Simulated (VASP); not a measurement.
# Mg3CdS2 in VASP: a series of runs

Mg3CdS2 is run at these levels: PBE; tasks: single point.

Everything below comes from runs of VASP 6.6.1. Logs are shortened: lines on timing, memory, paths and dates and some standing lists are left out, and cuts for length are marked.

### Step 1. The cell of the first run

Symmetry: P6mm, No. 183, hexagonal system. Conventional cell: a = 6.532 Å, b = 6.532 Å, c = 3.586 Å, α = 90.00°, β = 90.00°, γ = 120.00°. Mg (site symmetry 2mm) has 4 S at 2.60 Å and 4 Mg at 3.27 Å and 2 Cd at 3.27 Å within 3.4 Å. Within 4.3 Å of Cd (site symmetry 6mm) lie 6 Mg at 3.27 Å and 2 Cd at 3.59 Å and 12 S at 4.17 to 4.18 Å. S (site symmetry 3m) has 6 Mg at 2.60 Å within 3.4 Å.

### Step 2. Single point, PBE

Contents of INCAR:

```
SYSTEM = Mg3CdS2
PREC     = Accurate       ! precision mode
ENCUT    = 520            ! plane-wave cutoff, eV
EDIFF    = 1E-6           ! SCF threshold, eV
ISMEAR   = 0              ! smearing method
SIGMA    = 0.1            ! smearing width, eV
LREAL    = .False.        ! projectors in reciprocal space
LASPH    = .True.         ! aspherical terms in the spheres
NELM     = 60             ! most SCF steps
ALGO     = Normal         ! electronic algorithm
ISIF     = 2              ! what is computed and relaxed
LWAVE    = .False.        ! write WAVECAR
LCHARG   = .True.         ! write CHGCAR
GGA      = PE             ! functional
LELF     = .True.         ! ELF
LVHAR    = .True.       
NBANDS   = 24             ! bands
```

Contents of KPOINTS:

```
regular mesh
0
Gamma
  3 3 4
  0 0 0
```

Contents of POSCAR:

```
Mg3CdS2
1.0
    6.5323473739      0.0000000000      0.0000000000
   -3.2661736869      5.6571787721      0.0000000000
    0.0000000000      0.0000000000      3.5864126848
Mg Cd S
3 1 2
Direct
    0.0000000000      0.5000000000      1.0279824253
    0.5000000000      0.0000000000      1.0279824253
    0.5000000000      0.5000000000      1.0279824253
    0.0000000000      0.0000000000      0.0295263698
    0.6666666667      0.3333333333      0.5282606322
    0.3333333333      0.6666666667      0.5282606322
```

Potentials or basis: VASP PAW PBE potentials, release 64 (Mg, Cd, S).

Launch:

```sh
$ cat potpaw_PBE.64/Mg/POTCAR potpaw_PBE.64/Cd/POTCAR potpaw_PBE.64/S/POTCAR > POTCAR
$ mpirun -np 1 vasp_std > vasp.out
```

OUTCAR:

```text
SYSTEM = Mg3CdS2
   PREC = Accurate
   ENCUT = 520
   EDIFF = 1E-6
   ISMEAR = 0
   LREAL = .False.
   LASPH = .True.
   NELM = 60
   ISIF = 2
   GGA = PE

 ion  position               nearest neighbor table
   1  0.000  0.500  0.028-   5 2.60   6 2.60   5 2.60   6 2.60   2 3.27   2 3.27   3 3.27   3 3.27
                             4 3.27   4 3.27
   2  0.500  0.000  0.028-   5 2.60   6 2.60   5 2.60   6 2.60   3 3.27   3 3.27   1 3.27   1 3.27
                             4 3.27   4 3.27
   3  0.500  0.500  0.028-   5 2.60   6 2.60   5 2.60   6 2.60   2 3.27   2 3.27   1 3.27   1 3.27
                             4 3.27   4 3.27
   4  0.000  0.000  0.030-   1 3.27   1 3.27   3 3.27   3 3.27   2 3.27   2 3.27
   5  0.667  0.333  0.528-   2 2.60   1 2.60   3 2.60   2 2.60   1 2.60   3 2.60
   6  0.333  0.667  0.528-   2 2.60   1 2.60   3 2.60   2 2.60   1 2.60   3 2.60

  LATTYP: Found a hexagonal cell.
 ALAT       =     6.5323473739
 C/A-ratio  =     0.5490235714

  Lattice vectors:

 A1 = (   6.5323473739,   0.0000000000,   0.0000000000)
 A2 = (  -3.2661736869,   5.6571787721,   0.0000000000)
 A3 = (   0.0000000000,   0.0000000000,   3.5864126848)

Analysis of symmetry for initial positions (statically):
=====================================================================
 Subroutine PRICEL returns:
 Original cell was already a primitive cell.

 Routine SETGRP: Setting up the symmetry group for a
 hexagonal supercell.

 Subroutine GETGRP returns: Found 12 space group operations
 (whereof 12 operations were pure point group operations)
 out of a pool of 24 trial point group operations.

The static configuration has the point symmetry C_6v.

Analysis of symmetry for dynamics (positions and initial velocities):
=====================================================================
 Subroutine PRICEL returns:
 Original cell was already a primitive cell.

 Routine SETGRP: Setting up the symmetry group for a
 hexagonal supercell.

 Subroutine GETGRP returns: Found 12 space group operations
 (whereof 12 operations were pure point group operations)
 out of a pool of 24 trial point group operations.

The dynamic configuration has the point symmetry C_6v.

 Subroutine INISYM returns: Found 12 space group operations
 (whereof 12 operations are pure point group operations),
 and found     1 'primitive' translations

----------------------------------------------------------------------------------------

                                     Primitive cell

  volume of cell :     132.5347

  direct lattice vectors                    reciprocal lattice vectors
     6.532347374  0.000000000  0.000000000     0.153084327  0.088383277  0.000000000
    -3.266173687  5.657178772  0.000000000     0.000000000  0.176766555  0.000000000
     0.000000000  0.000000000  3.586412685     0.000000000  0.000000000  0.278830154

  length of vectors
     6.532347374  6.532347374  3.586412685     0.176766555  0.176766555  0.278830154

  position of ions in fractional coordinates (direct lattice)
     1.000000000  0.500000000  0.027982425
     0.500000000  0.000000000  0.027982425
     0.500000000  0.500000000  0.027982425
     0.000000000  0.000000000  0.029526370
     0.666666667  0.333333333  0.528260632
     0.333333333  0.666666667  0.528260632

  ion indices of the primitive-cell ions
   primitive index   ion index
                 1           1
                 2           2
                 3           3
                 4           4
                 5           5
                 6           6

----------------------------------------------------------------------------------------

 KPOINTS: regular mesh

Automatic generation of k-mesh.
 Grid dimensions read from file:
 generate k-points for:    3    3    4

 Generating k-lattice:

  Cartesian coordinates                     Fractional coordinates (reciprocal lattice)
     0.051028109  0.029461092  0.000000000     0.333333333  0.000000000  0.000000000
     0.000000000  0.058922185  0.000000000     0.000000000  0.333333333  0.000000000
     0.000000000  0.000000000  0.069707538     0.000000000  0.000000000  0.250000000

  Length of vectors
     0.058922185  0.058922185  0.069707538

  Shift w.r.t. Gamma in fractional coordinates (k-lattice)
     0.000000000  0.000000000  0.000000000

 Subroutine IBZKPT returns following result:
 ===========================================

 Found      9 irreducible k-points:

 Following reciprocal coordinates:
            Coordinates               Weight
  0.000000  0.000000  0.000000      1.000000
  0.333333  0.000000  0.000000      6.000000
  0.333333  0.333333  0.000000      2.000000
  0.000000  0.000000  0.250000      2.000000
  0.333333  0.000000  0.250000     12.000000
  0.333333  0.333333  0.250000      4.000000
  0.000000  0.000000  0.500000      1.000000
  0.333333  0.000000  0.500000      6.000000
  0.333333  0.333333  0.500000      2.000000
   k-points           NKPTS =      9   k-points in BZ     NKDIM =      9   number of bands    NBANDS=     24
   number of dos      NEDOS =    301   number of ions     NIONS =      6
   total plane-waves  NPLWV =  70000
   dimension x,y,z NGX =    50 NGY =   50 NGZ =   28
   dimension x,y,z NGXF=   100 NGYF=  100 NGZF=   56
   ions per type =               3   1   2
   NGX,Y,Z   is equivalent  to a cutoff of  12.72, 12.72, 12.98 a.u.
   NGXF,Y,Z  is equivalent  to a cutoff of  25.45, 25.45, 25.96 a.u.
 SYSTEM =  Mg3CdS2
   PREC   = accura    normal or accurate (medium, high low for compatibility)
   ISTART =      0    job   : 0-new  1-cont  2-samecut
   ICHARG =      2    charge: 1-file 2-atom 10-const
   ISPIN  =      1    spin polarized calculation?
   LNONCOLLINEAR =      F non collinear calculations
   LSORBIT =      F    spin-orbit coupling
   LASPH  =      T    aspherical Exc in radial PAW
   ENCUT  =  520.0 eV  38.22 Ry    6.18 a.u.  12.15 12.15  6.67*2*pi/ulx,y,z
   NELM   =     60;   NELMIN=  2; NELMDL= -5     # of ELM steps
   EDIFF  = 0.1E-05   stopping-criterion for ELM
   LREAL  =      F    real-space projection
   EDIFFG = 0.1E-04   stopping-criterion for IOM
   NSW    =      0    number of steps for IOM
   IBRION =     -1    ionic relax: 0-MD 1-quasi-New 2-CG
   NFREE  =      0    steps in history (QN), initial steepest desc. (CG)
   ISIF   =      2    stress and relaxation
   ISYM   =      2    0-nonsym 1-usesym 2-fastsym
   POTIM  = 0.5000    time-step for ionic-motion
   TEBEG  =    0.0;   TEEND  =   0.0 temperature during run
   PSTRESS=    0.0 pullay stress
   NELECT =      30.0000    total number of electrons
   NUPDOWN=      -1.0000    fix difference up-down
   EMIN   =  10.00;   EMAX   =-10.00  energy-range for DOS
   EFERMI =   0.00;   METHOD = LEGACY
   ISMEAR =     0;   SIGMA  =   0.10  broadening in eV -4-tet -1-fermi 0-gaus
   EFERMI_NEDOS =   21; number of points for ismear=-14 and -15
   IALGO  =     38    algorithm
   IMIX   =      4    mixing-type and parameters
     AMIX     =   0.40;   BMIX     =  1.00
     AMIX_MAG =   1.60;   BMIX_MAG =  1.00
  volume/ion in A,a.u.               =      22.09       149.06
  Fermi-wavevector in a.u.,A,eV,Ry     =   0.997713  1.885403 13.543652  0.995430
  Thomas-Fermi vector in A             =   2.129887
   LORBIT       =      0    0 simple, 1 ext, 2 COOP (PROOUT), +10 PAW based schemes
   GGA     = PE    functional components
   LHFCALC =     F    Hartree Fock is set to
   AEXX    =    0.0000 exact exchange contribution
   IVDW    =     0    specifies the selected vdW correction
   LEPSILON=     F    determine dielectric tensor
   LRPA    =     F    only Hartree local field effects (RPA)
 non-spin polarized calculation
 Gauss-broadening in eV      SIGMA  =   0.10
  energy-cutoff  :      520.00
  volume of cell :      132.53
 maximum number of plane-waves:      3591
 NGX is ok and might be reduce to    50
   NGX = 25   NGY = 25   NGZ = 13

 number of electron      30.0000000 magnetization

 Free energy of the ion-electron system (eV)
  ---------------------------------------------------
  ext. energy  EPLUGINS =         0.00000000
  ---------------------------------------------------
  free energy    TOTEN  =       -17.29634145 eV

  energy without entropy =      -17.26501368  energy(sigma->0) =      -17.28067757

 E-fermi :   3.8146     XC(G=0):  -9.0526

 val. band max:        3.7512220544   @ k =   0.0000   0.0000   0.5000
 cond. band min:       3.8552003794   @ k =   0.3333   0.0000   0.2500
 fundamental gap:      0.1039783250
 Fermi energy:         3.8146499151

 k-point     1 :       0.0000    0.0000    0.0000
  band No.  band energies     occupation
      1     -10.6656      2.00000
      2      -9.9953      2.00000
      3      -5.0697      2.00000
      4      -4.9392      2.00000
      5      -4.9392      2.00000
      6      -4.7953      2.00000
[... 16 lines left out ...]
     23       9.4509      0.00000
     24      10.0216      0.00000

 k-point     2 :       0.3333    0.0000    0.0000
  band No.  band energies     occupation
      1     -10.5337      2.00000
      2     -10.1509      2.00000
      3      -5.0708      2.00000
      4      -4.9214      2.00000
      5      -4.9116      2.00000
      6      -4.7959      2.00000
[... 16 lines left out ...]
     23       9.5492      0.00000
     24       9.7925      0.00000

 k-point     3 :       0.3333    0.3333    0.0000
  band No.  band energies     occupation
      1     -10.3477      2.00000
      2     -10.3477      2.00000
      3      -5.0721      2.00000
      4      -4.9081      2.00000
      5      -4.9081      2.00000
      6      -4.7958      2.00000
[... 16 lines left out ...]
     23       9.1573      0.00000
     24      10.6802      0.00000
[... 109 lines left out ...]
 k-point     8 :       0.3333    0.0000    0.5000
  band No.  band energies     occupation
      1      -9.8422      2.00000
      2      -9.5642      2.00000
      3      -4.9445      2.00000
      4      -4.9352      2.00000
      5      -4.9043      2.00000
      6      -4.8896      2.00000
[... 16 lines left out ...]
     23       8.8364      0.00000
     24       9.0902      0.00000

 k-point     9 :       0.3333    0.3333    0.5000
  band No.  band energies     occupation
      1      -9.7070      2.00000
      2      -9.7070      2.00000
      3      -4.9376      2.00000
      4      -4.9376      2.00000
      5      -4.8981      2.00000
      6      -4.8981      2.00000
[... 16 lines left out ...]
     23       8.5759      0.00000
     24       8.9250      0.00000

------------------------ aborting loop because EDIFF is reached ----------------------------------------

  FORCE on cell =-STRESS in cart. coord.  units (eV):
  Direction    XX          YY          ZZ          XY          YZ          ZX
  --------------------------------------------------------------------------------------
  -------------------------------------------------------------------------------------
  Total        0.0743611      0.0743611     -0.1260720      0.0000000      0.0000000      0.0000000
  in kB        0.8989318      0.8989318     -1.5240524      0.0000000      0.0000000      0.0000000
  external PRESSURE =       0.0912704 kB  Pullay stress =       0.0000000 kB

 VOLUME and BASIS-vectors are now :
 -----------------------------------------------------------------------------
  energy-cutoff  :      520.00
  volume of cell :      132.53
      direct lattice vectors                 reciprocal lattice vectors
     6.532347374  0.000000000  0.000000000     0.153084327  0.088383277  0.000000000
    -3.266173687  5.657178772  0.000000000     0.000000000  0.176766555  0.000000000
     0.000000000  0.000000000  3.586412685     0.000000000  0.000000000  0.278830154

 POSITION                                       TOTAL-FORCE (eV/Angst)
 -----------------------------------------------------------------------------------
     -1.63309      2.82859      0.10036         0.000000     -0.000000      0.002744
      3.26617      0.00000      0.10036         0.000000      0.000000      0.002744
      1.63309      2.82859      0.10036         0.000000     -0.000000      0.002744
      0.00000      0.00000      0.10589         0.000000     -0.000000     -0.004811
      3.26617      1.88573      1.89456         0.000000     -0.000000     -0.001711
     -0.00000      3.77145      1.89456        -0.000000      0.000000     -0.001711
 -----------------------------------------------------------------------------------
    total drift:                                0.000000      0.000000     -0.000275

  FREE ENERGIE OF THE ION-ELECTRON SYSTEM (eV)
  ---------------------------------------------------
  free  energy   TOTEN  =       -17.2963414521 eV

  energy  without entropy=      -17.2650136799  energy(sigma->0) =      -17.28067757
```

It took 35 s on 1 thread of Intel Xeon Platinum 8488C (Sapphire Rapids), shared host; peak memory 0.26 GiB.

Results:

| Item | Value |
| --- | --- |
| Free energy | -17.2963 eV |
| Pressure | 0.0 GPa |
| Largest force | 0.005 eV/Å |
| Band gap on the k mesh | zero (band 15 reaches 4.17 eV, above the bottom of band 16 at 3.66 eV) |

Forces on the atoms (eV/Å):
```
Mg   0.000  0.000  0.003
Mg   0.000  0.000  0.003
Mg   0.000  0.000  0.003
Cd   0.000  0.000 -0.005
S    0.000  0.000 -0.002
S    0.000  0.000 -0.002
```

Stress tensor (GPa, compression positive):
```
 0.09  0.00  0.00
 0.00  0.09  0.00
 0.00  0.00 -0.15
```

Levels at points of the mesh, in eV from the Fermi level:
```tsv
k point	band 12	band 13	band 14	band 15	band 16	band 17	band 18	band 19
(0.00, 0.00, 0.00)	-4.37	-3.47	-3.11	0.29	0.29	1.28	2.65	3.78
(0.00, 0.00, 0.50)	-3.36	-3.36	-1.91	-0.08	-0.06	-0.06	0.30	0.30
```

Caveat: the k points lie up to 0.44 Å⁻¹ apart.

### Step 3. Single point, PBE

Contents of INCAR:

```
SYSTEM = Mg3CdS2
PREC = Accurate
ENCUT = 520
EDIFF = 1E-6
ISMEAR = 0
SIGMA = 0.1
LREAL = .False.
LASPH = .True.
NELM = 100
ALGO = Normal
ISIF = 2
LWAVE = .False.
LCHARG = .False.
GGA = PE
NBANDS = 24
```

Contents of KPOINTS:

```
Automatic mesh
0
Gamma
  3 3 6
  0 0 0
```

Contents of POSCAR:

```
Mg3CdS2
1.0
    6.5323473739      0.0000000000      0.0000000000
   -3.2661736869      5.6571787721      0.0000000000
    0.0000000000      0.0000000000      3.5864126848
Mg Cd S
3 1 2
Direct
    0.0000000000      0.5000000000      0.0000000000
    0.5000000000      0.0000000000      0.0000000000
    0.5000000000      0.5000000000      0.0000000000
    0.0000000000      0.0000000000      0.0000000000
    0.6666666667      0.3333333333      0.5000000000
    0.3333333333      0.6666666667      0.5000000000
```

Potentials or basis: VASP PAW PBE potentials, release 64 (Mg, Cd, S).

Launch:

```sh
$ cat potpaw_PBE.64/Mg/POTCAR potpaw_PBE.64/Cd/POTCAR potpaw_PBE.64/S/POTCAR > POTCAR
$ mpirun -np 1 vasp_std > vasp.out
```

Run time: 38 s. Hardware: 1 thread of Intel Xeon Platinum 8488C (Sapphire Rapids), shared host; peak memory 0.26 GiB.

Results (log left out):

```
Free energy            : -17.3643 eV
Pressure               : -0.2 GPa
Band gap on the k mesh : zero (band 15 reaches 4.13 eV, above the bottom of band 16 at 3.66 eV)
```

Stress tensor (GPa, compression positive):
```
-0.23  0.00  0.00
 0.00 -0.23  0.00
 0.00  0.00 -0.11
```

Levels at points of the mesh, in eV from the Fermi level:
```
           k point  band 13  band 14  band 15  band 16  band 17  band 18
(0.00, 0.00, 0.00)    -3.56    -3.20     0.20     0.20     1.19     2.57
(0.00, 0.00, 0.50)    -3.45    -2.01    -0.18    -0.15    -0.15     0.22
```

Caveat: the k points lie up to 0.37 Å⁻¹ apart.
